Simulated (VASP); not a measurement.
BaIrO3: single point with LDA+U

Crystal: BaIrO3.

```
Ba Ir O
1.0
     4.10090    0.00000    0.00000
     0.00000    4.10090    0.00000
     0.00000    0.00000    4.10090
Ba Ir O
1 1 3
Cartesian
  0.0000 0.0000 0.0000
  2.0505 2.0505 2.0505
  0.0000 2.0505 2.0505
  2.0505 2.0505 0.0000
  2.0505 0.0000 2.0505
```

* Program: VASP 6.6.1
* Task: single point
* Functional: LDA
* Potentials or basis: VASP PAW LDA potentials, release 64 (Ba_sv, Ir, O)
* Cutoff: 520 eV
* k mesh: 5 × 5 × 5
* Occupations: gaussian, width 0.05 eV
* Spin: collinear spin, ferromagnetic start
* Starting moments: [0.0, 5.0, 0.0, 0.0, 0.0] μB
* Hubbard terms: Ir d U = 4.0 eV, J = 0.7 eV

```yaml
Pressure: -14.3 GPa
Net_moment: 1.23 μB per cell
Site_moments: Ba +0.02; Ir +0.76; O +0.13 μB
Valence_electrons_inside_the_program's_atomic_spheres: Ba 7.90; Ir 8.17; O 4.94
```

Levels at points of the mesh, in eV from the Fermi level:
Spin up:
```csv
k point,band 17,band 18,band 19,band 20,band 21,band 22
"(0.00, 0.00, 0.00)",-1.88,-1.88,-1.88,-0.29,-0.29,3.68
```
Spin down:
```csv
k point,band 15,band 16,band 17,band 18,band 19,band 20,band 21,band 22
"(0.00, 0.00, 0.00)",-2.22,-2.22,-1.64,-1.64,-1.64,0.18,0.18,3.73
```

Eigenvalues of the final occupation matrices:
```tsv
site	spin	trace	eigenvalues
site 2 d	1	3.89	0.48 0.48 0.98 0.98 0.98
site 2 d	2	3.12	0.41 0.41 0.77 0.77 0.77
```

It took 89 s on 1 thread of Intel(R) Xeon(R) Platinum 8375C CPU @ 2.90GHz (Ice Lake), with other jobs on the host, peak memory 0.18 GiB.

Caveat: spin-orbit coupling is left out, which moves the levels of the heavy elements; the moment fell far below its start of 5 μB, so a state of higher moment may lie lower in energy. The state reached can hang on the start; a lower one may exist.
